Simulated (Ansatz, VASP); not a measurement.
# NiC in VASP and in Ansatz

File INCAR:

```
SYSTEM = NiC
PREC     = Accurate       ! precision mode
ENCUT    = 600            ! plane-wave cutoff, eV
EDIFF    = 1E-6           ! SCF threshold, eV
ISMEAR   = -1             ! smearing method
SIGMA    = 0.1            ! smearing width, eV
LREAL    = .FALSE.        ! projectors in reciprocal space
LASPH    = .TRUE.         ! aspherical terms in the spheres
NELM     = 200            ! most SCF steps
ALGO     = Normal         ! electronic algorithm
ISIF     = 2              ! what is computed and relaxed
LWAVE    = .FALSE.        ! write WAVECAR
LCHARG   = .FALSE.        ! write CHGCAR
ISPIN    = 2              ! spin polarisation
MAGMOM   = 0 0            ! initial moments
LORBIT   = 11             ! projections on sites
LMAXMIX  = 4              ! l up to which the mixer works
GGA      = PE             ! functional
NBANDS   = 18             ! bands
GGA_COMPAT= .FALSE.
```

KPOINTS

```
Automatic mesh
0
G
  6 6 6
  0 0 0
```

Contents of POSCAR:

```
NiC
1.0
    0.0000000000      2.0760000000      2.0760000000
    2.0760000000      0.0000000000      2.0760000000
    2.0760000000      2.0760000000      0.0000000000
Ni C
1 1
Direct
    0.0000000000      0.0000000000      0.0000000000
    0.5000000000      0.5000000000      0.5000000000
```

Input for Ansatz:

```yaml
crystal:
  lattice:
    - [0, 2.076, 2.076]
    - [2.076, 0, 2.076]
    - [2.076, 2.076, 0]
  atoms:
    - { symbol: Ni, position: [0, 0, 0] }
    - { symbol: C, position: [0.5, 0.5, 0.5] }
kpoints:
  mp_grid: { grid: [6, 6, 6], shift: [0, 0, 0] }
hamiltonian:
  xc: pbe
  pseudopotentials: { kind: paw }
magnetization:
  spin_polarized: true
scf:
  occupations: { method: fermi_dirac }
```

Alike in both runs: task single point; functional PBE; k mesh 6 × 6 × 6; collinear spin.

```csv
,VASP,Ansatz
version,VASP 6.6.1,Ansatz 0.2 development build
potentials or method,"VASP PAW PBE potentials, release 64 (Ni, C)","PAW hard, scalar-relativistic"
plane-wave cutoff (eV),600,920
occupations,"fermi-dirac, width 0.1 eV",fermi-dirac
```

|  | VASP | Ansatz | Ansatz less VASP |
| --- | --- | --- | --- |
| net moment per atom (μB) | 0.00 | 0.00 | 0.000 |

The k mesh is coarse, so the values compare programs but aren't converged.
